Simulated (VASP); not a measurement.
# Sr (Pm-3m) in VASP: single point with LDA

Aim: the single point of Sr with LDA.

All numbers are computed with VASP 6.6.1; they aren't measurements. Logs are shortened: lines on timing, memory, paths and dates and some standing lists are left out, and cuts for length are marked.

**1. The cell of the first run**

The structure is cubic, space group Pm-3m (No. 221). The conventional cell has a = 2.685 Å, b = 2.685 Å, c = 2.685 Å, α = 90.00°, β = 90.00°, γ = 90.00°. Sr (site symmetry m-3m) has 6 Sr at 2.69 Å within 3.5 Å.

This isn't the form of Sr at room conditions, which is fcc.

**2. Single point, LDA (19.37 Å³/atom)**

The input, POSCAR:

```
Sr
1.0
    2.6853814450      0.0000000000      0.0000000000
    0.0000000000      2.6853814450      0.0000000000
    0.0000000000      0.0000000000      2.6853814450
Sr
1
Direct
    0.0000000000      0.0000000000      0.0000000000
```

The input, INCAR.step1:

```
PREC     = Accurate       # precision mode
ENCUT    = 520            # plane-wave cutoff, eV
EDIFF    = 1E-7           # SCF threshold, eV
ISMEAR   = -1             # smearing method
SIGMA    = 0.05           # smearing width, eV
LREAL    = F              # projectors in reciprocal space
LASPH    = T              # aspherical terms in the spheres
NELM     = 60             # most SCF steps
ALGO     = Normal         # electronic algorithm
ISIF     = 2              # what is computed and relaxed
LWAVE    = F              # write WAVECAR
LCHARG   = T              # write CHGCAR
GGA      = CA             # functional
NBANDS   = 11             # bands
```

The input, KPOINTS.step1:

```
regular mesh
0
Gamma
  10 10 10
```

The input, INCAR.step2:

```
PREC     = Accurate       # precision mode
ENCUT    = 520            # plane-wave cutoff, eV
EDIFF    = 1E-7           # SCF threshold, eV
ISMEAR   = -5             # smearing method
SIGMA    = 0.05           # smearing width, eV
LREAL    = F              # projectors in reciprocal space
LASPH    = T              # aspherical terms in the spheres
NELM     = 60             # most SCF steps
ALGO     = Normal         # electronic algorithm
ISIF     = 2              # what is computed and relaxed
LWAVE    = F              # write WAVECAR
LCHARG   = F              # write CHGCAR
GGA      = CA             # functional
LORBIT   = 11             # projections on sites
NBANDS   = 11             # bands
NEDOS    = 1001           # points of the DOS
ICHARG   = 11             # starting density
```

The input, KPOINTS.step2:

```
regular mesh
0
Gamma
  15 15 15
```

Potentials or basis: VASP PAW LDA potentials, release 64 (Sr_sv).

Launch:

```console
> cat potpaw_LDA.64/Sr_sv/POTCAR > POTCAR
> cp INCAR.step1 INCAR
> cp KPOINTS.step1 KPOINTS
> mpirun -np 1 vasp_std > vasp.out
> cp INCAR.step2 INCAR
> cp KPOINTS.step2 KPOINTS
> mpirun -np 1 vasp_std > vasp.out
```

OUTCAR:

```text
PREC = Accurate
   ENCUT = 520
   EDIFF = 1E-7
   ISMEAR = -5
   LREAL = F
   LASPH = T
   NELM = 60
   ISIF = 2
   GGA = CA
   LORBIT = 11
   ICHARG = 11

 ion  position               nearest neighbor table
   1  0.000  0.000  0.000-

  LATTYP: Found a simple cubic cell.
 ALAT       =     2.6853814450

  Lattice vectors:

 A1 = (   2.6853814450,   0.0000000000,   0.0000000000)
 A2 = (   0.0000000000,   2.6853814450,   0.0000000000)
 A3 = (   0.0000000000,   0.0000000000,   2.6853814450)

Analysis of symmetry for initial positions (statically):
=====================================================================
 Subroutine PRICEL returns:
 Original cell was already a primitive cell.

 Routine SETGRP: Setting up the symmetry group for a
 simple cubic supercell.

 Subroutine GETGRP returns: Found 48 space group operations
 (whereof 48 operations were pure point group operations)
 out of a pool of 48 trial point group operations.

The static configuration has the point symmetry O_h .

Analysis of symmetry for dynamics (positions and initial velocities):
=====================================================================
 Subroutine PRICEL returns:
 Original cell was already a primitive cell.

 Routine SETGRP: Setting up the symmetry group for a
 simple cubic supercell.

 Subroutine GETGRP returns: Found 48 space group operations
 (whereof 48 operations were pure point group operations)
 out of a pool of 48 trial point group operations.

The dynamic configuration has the point symmetry O_h .

 Subroutine INISYM returns: Found 48 space group operations
 (whereof 48 operations are pure point group operations),
 and found     1 'primitive' translations

----------------------------------------------------------------------------------------

                                     Primitive cell

  volume of cell :      19.3650

  direct lattice vectors                    reciprocal lattice vectors
     2.685381445  0.000000000  0.000000000     0.372386575  0.000000000  0.000000000
     0.000000000  2.685381445  0.000000000     0.000000000  0.372386575  0.000000000
     0.000000000  0.000000000  2.685381445     0.000000000  0.000000000  0.372386575

  length of vectors
     2.685381445  2.685381445  2.685381445     0.372386575  0.372386575  0.372386575

  position of ions in fractional coordinates (direct lattice)
     0.000000000  0.000000000  0.000000000

  ion indices of the primitive-cell ions
   primitive index   ion index
                 1           1

----------------------------------------------------------------------------------------

 KPOINTS: regular mesh

Automatic generation of k-mesh.
 Grid dimensions read from file:
 generate k-points for:   15   15   15

 Generating k-lattice:

  Cartesian coordinates                     Fractional coordinates (reciprocal lattice)
     0.024825772  0.000000000  0.000000000     0.066666667  0.000000000  0.000000000
     0.000000000  0.024825772  0.000000000     0.000000000  0.066666667  0.000000000
     0.000000000  0.000000000  0.024825772     0.000000000  0.000000000  0.066666667

  Length of vectors
     0.024825772  0.024825772  0.024825772

  Shift w.r.t. Gamma in fractional coordinates (k-lattice)
     0.000000000  0.000000000  0.000000000

 TETIRR: Found   1667 inequivalent tetrahedra from    20250

 Subroutine IBZKPT returns following result:
 ===========================================

 Found    120 irreducible k-points:

 Following reciprocal coordinates:
            Coordinates               Weight
  0.000000  0.000000  0.000000      1.000000
  0.066667  0.000000  0.000000      6.000000
  0.133333  0.000000  0.000000      6.000000
  0.200000  0.000000  0.000000      6.000000
  0.266667  0.000000  0.000000      6.000000
  0.333333  0.000000  0.000000      6.000000
[... 16 lines left out ...]
  0.266667  0.200000  0.000000     24.000000
  0.333333  0.200000  0.000000     24.000000
 [... further k-points ...]
   k-points           NKPTS =    120   k-points in BZ     NKDIM =    120   number of bands    NBANDS=     11
   number of dos      NEDOS =   1001   number of ions     NIONS =      1
   total plane-waves  NPLWV =   8000
   dimension x,y,z NGX =    20 NGY =   20 NGZ =   20
   dimension x,y,z NGXF=    40 NGYF=   40 NGZF=   40
   ions per type =               1
   NGX,Y,Z   is equivalent  to a cutoff of  12.38, 12.38, 12.38 a.u.
   NGXF,Y,Z  is equivalent  to a cutoff of  24.76, 24.76, 24.76 a.u.
 SYSTEM =  unknown system
   PREC   = accura    normal or accurate (medium, high low for compatibility)
   ISTART =      0    job   : 0-new  1-cont  2-samecut
   ICHARG =     11    charge: 1-file 2-atom 10-const
   ISPIN  =      1    spin polarized calculation?
   LNONCOLLINEAR =      F non collinear calculations
   LSORBIT =      F    spin-orbit coupling
   LASPH  =      T    aspherical Exc in radial PAW
   ENCUT  =  520.0 eV  38.22 Ry    6.18 a.u.   4.99  4.99  4.99*2*pi/ulx,y,z
   NELM   =     60;   NELMIN=  2; NELMDL=  0     # of ELM steps
   EDIFF  = 0.1E-06   stopping-criterion for ELM
   LREAL  =      F    real-space projection
   EDIFFG = 0.1E-05   stopping-criterion for IOM
   NSW    =      0    number of steps for IOM
   IBRION =     -1    ionic relax: 0-MD 1-quasi-New 2-CG
   NFREE  =      0    steps in history (QN), initial steepest desc. (CG)
   ISIF   =      2    stress and relaxation
   ISYM   =      2    0-nonsym 1-usesym 2-fastsym
   POTIM  = 0.5000    time-step for ionic-motion
   TEBEG  =    0.0;   TEEND  =   0.0 temperature during run
   PSTRESS=    0.0 pullay stress
   NELECT =      10.0000    total number of electrons
   NUPDOWN=      -1.0000    fix difference up-down
   EMIN   =  10.00;   EMAX   =-10.00  energy-range for DOS
   EFERMI =   0.00;   METHOD = LEGACY
   ISMEAR =    -5;   SIGMA  =   0.05  broadening in eV -4-tet -1-fermi 0-gaus
   EFERMI_NEDOS =   21; number of points for ismear=-14 and -15
   IALGO  =     38    algorithm
   IMIX   =      4    mixing-type and parameters
     AMIX     =   0.40;   BMIX     =  1.00
     AMIX_MAG =   1.60;   BMIX_MAG =  1.00
  volume/ion in A,a.u.               =      19.37       130.68
  Fermi-wavevector in a.u.,A,eV,Ry     =   1.313416  2.481996 23.470875  1.725061
  Thomas-Fermi vector in A             =   2.443740
   LORBIT       =     11    0 simple, 1 ext, 2 COOP (PROOUT), +10 PAW based schemes
   GGA     = CA    functional components
   LHFCALC =     F    Hartree Fock is set to
   AEXX    =    0.0000 exact exchange contribution
   IVDW    =     0    specifies the selected vdW correction
   LEPSILON=     F    determine dielectric tensor
   LRPA    =     F    only Hartree local field effects (RPA)
 non-spin polarized calculation
 Fermi weights with tetrahedron method with Bloechl corrections
  energy-cutoff  :      520.00
  volume of cell :       19.37
 maximum number of plane-waves:       535
 NGX is ok and might be reduce to    20

 number of electron       9.9999999 magnetization

 Free energy of the ion-electron system (eV)
  ---------------------------------------------------
  ext. energy  EPLUGINS =         0.00000000
  ---------------------------------------------------
  free energy    TOTEN  =         0.52480198 eV

  energy without entropy =        0.52480198  energy(sigma->0) =        0.52480198

 E-fermi :   6.5913     XC(G=0): -11.6440

 val. band max:        6.6230813467   @ k =   0.2667   0.2000   0.2000
 cond. band min:       6.5666329697   @ k =   0.2667   0.0000   0.0000
 fundamental gap:     -0.0564483770
 Fermi energy:         6.5912894193

 k-point     1 :       0.0000    0.0000    0.0000
  band No.  band energies     occupation
      1     -30.2754      2.00000
      2      -9.7281      2.00000
      3      -9.7281      2.00000
      4      -9.7281      2.00000
      5       3.4982      2.00000
      6       5.7987      2.00000
      7       5.7987      2.00000
      8      18.2127      0.00000
      9      18.2127      0.00000
     10      18.2127      0.00000
     11      23.5846      0.00000

 k-point     2 :       0.0667    0.0000    0.0000
  band No.  band energies     occupation
      1     -30.2435      2.00000
      2      -9.9911      2.00000
      3      -9.7070      2.00000
      4      -9.7070      2.00000
      5       3.6865      2.00000
      6       5.8532      2.00000
      7       6.1009      1.94264
      8      17.6530      0.00000
      9      17.6530      0.00000
     10      18.2442      0.00000
     11      22.8725      0.00000

 k-point     3 :       0.1333    0.0000    0.0000
  band No.  band energies     occupation
      1     -30.1519      2.00000
      2     -10.6800      2.00000
      3      -9.6470      2.00000
      4      -9.6470      2.00000
      5       4.1248      2.00000
      6       6.0117      2.04141
      7       7.0048      0.05514
      8      16.4488      0.00000
      9      16.4488      0.00000
     10      18.3347      0.00000
     11      21.4546      0.00000

 k-point     4 :       0.2000    0.0000    0.0000
  band No.  band energies     occupation
      1     -30.0126      2.00000
      2     -11.5850      2.00000
      3      -9.5569      2.00000
      4      -9.5569      2.00000
      5       4.6593      2.00000
      6       6.2590      2.16127
      7       8.3411      0.00000
      8      15.1372      0.00000
      9      15.1372      0.00000
     10      18.4716      0.00000
     11      20.1240      0.00000

 k-point     5 :       0.2667    0.0000    0.0000
  band No.  band energies     occupation
      1     -29.8458      2.00000
      2     -12.5122      2.00000
      3      -9.4508      2.00000
      4      -9.4508      2.00000
      5       5.2630      2.00000
      6       6.5666      0.44891
      7       9.6677      0.00000
      8      13.9496      0.00000
      9      13.9496      0.00000
     10      18.6348      0.00000
     11      19.3832      0.00000
[... 211 lines left out ...]
 k-point    21 :       0.4667    0.1333    0.0000
  band No.  band energies     occupation
      1     -29.3474      2.00000
      2     -14.0953      2.00000
      3     -10.0651      2.00000
      4      -9.1426      2.00000
      5       7.3812     -0.11064
      6       7.7952      0.00000
      7       8.8866      0.00000
      8      12.1812      0.00000
      9      13.2883      0.00000
     10      17.5952      0.00000
     11      21.4163      0.00000

 k-point    22 :       0.2000    0.2000    0.0000
  band No.  band energies     occupation
      1     -29.7534      2.00000
      2     -11.4313      2.00000
      3     -11.2805      2.00000
      4      -9.3906      2.00000
      5       5.6581      2.00000
      6       7.7040      0.00000
      7       9.4471      0.00000
      8      12.5438      0.00000
      9      15.0997      0.00000
     10      16.0466      0.00000
     11      21.4552      0.00000

 k-point    23 :       0.2667    0.2000    0.0000
  band No.  band energies     occupation
      1     -29.5890      2.00000
      2     -12.2674      2.00000
      3     -11.2069      2.00000
      4      -9.2875      2.00000
      5       6.0421      2.00000
      6       7.7678      0.00000
      7      10.2987      0.00000
      8      12.4800      0.00000
      9      14.2700      0.00000
     10      15.9526      0.00000
     11      20.6629      0.00000

 k-point    24 :       0.3333    0.2000    0.0000
  band No.  band energies     occupation
      1     -29.4244      2.00000
      2     -13.0572      2.00000
      3     -11.0675      2.00000
      4      -9.1864      2.00000
      5       6.3168      1.98980
      6       7.6523      0.00000
      7      10.4572      0.00000
      8      13.3608      0.00000
      9      13.3880      0.00000
     10      16.1310      0.00000
     11      20.3479      0.00000

 [... further k-points ...]

------------------------ aborting loop because EDIFF is reached ----------------------------------------

  FORCE on cell =-STRESS in cart. coord.  units (eV):
  Direction    XX          YY          ZZ          XY          YZ          ZX
  --------------------------------------------------------------------------------------
  -------------------------------------------------------------------------------------
  Total        5.8027301      5.8027301      5.8027301     -0.0000000     -0.0000000      0.0000000
  in kB      480.0925896    480.0925896    480.0925896     -0.0000000     -0.0000000      0.0000000
  external PRESSURE =     480.0925896 kB  Pullay stress =       0.0000000 kB

 VOLUME and BASIS-vectors are now :
 -----------------------------------------------------------------------------
  energy-cutoff  :      520.00
  volume of cell :       19.37
      direct lattice vectors                 reciprocal lattice vectors
     2.685381445  0.000000000  0.000000000     0.372386575  0.000000000  0.000000000
     0.000000000  2.685381445  0.000000000     0.000000000  0.372386575  0.000000000
     0.000000000  0.000000000  2.685381445     0.000000000  0.000000000  0.372386575

 POSITION                                       TOTAL-FORCE (eV/Angst)
 -----------------------------------------------------------------------------------
      0.00000      0.00000      0.00000         0.000000      0.000000      0.000000
 -----------------------------------------------------------------------------------
    total drift:                                0.000000      0.000000     -0.000000

  FREE ENERGIE OF THE ION-ELECTRON SYSTEM (eV)
  ---------------------------------------------------
  free  energy   TOTEN  =         0.5248019805 eV

  energy  without entropy=        0.5248019805  energy(sigma->0) =        0.52480198

 total charge

# of ion       s       p       d       tot
------------------------------------------
    1        2.070   5.779   0.783   8.632
```

Wall time 28 s (1 thread of AMD EPYC 7R13, shared host); peak memory 0.11 GiB.

Results:

- Valence electrons inside the program's atomic spheres: Sr 8.63

Levels at points of the mesh, in eV from the Fermi level:
```csv
k point,band 1,band 2,band 3,band 4,band 5,band 6,band 7,band 8,band 9,band 10
"(0.00, 0.00, 0.00)",-36.87,-16.32,-16.32,-16.32,-3.09,-0.79,-0.79,11.62,11.62,11.62
```

Caveat: tetrahedron occupations give inexact forces and stress in metals.
